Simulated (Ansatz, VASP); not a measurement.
# One calculation of Zr, two programs

```
Zr
1.0
     3.14282    0.00000    0.00000
    -1.57141    2.72176    0.00000
     0.00000    0.00000    5.09154
Zr
2
Direct
  0.33333 0.66667 0.25000
  0.66667 0.33333 0.75000
```

Alike in both runs: functional LDA; k mesh 15 × 15 × 8; occupations gaussian, width 0.1 eV; no spin polarisation.

Ansatz relaxed the structure, and its values are those at the end. VASP's run is a single point on that final structure, the one shown.

|  | VASP | Ansatz |
| --- | --- | --- |
| version | VASP 6.6.1 | Ansatz 0.2.0 |
| potentials or method | VASP PAW LDA potentials, release 64 (Zr_sv), cutoff 520 eV | scalar-relativistic, plane waves, PAW |
| valence electrons in the cell | 24 | 24 |

|  | VASP | Ansatz | Ansatz less VASP |
| --- | --- | --- | --- |
| gap on the k mesh at the Fermi level (eV) | none | none | - |
| pressure (GPa) | 0.1 | 0.0 | -0.09 |

LDA's correlation is that of Perdew and Zunger in VASP and of Perdew and Wang (1992) in Ansatz. A gap of «none» marks a metal or a gap that the smearing closes.
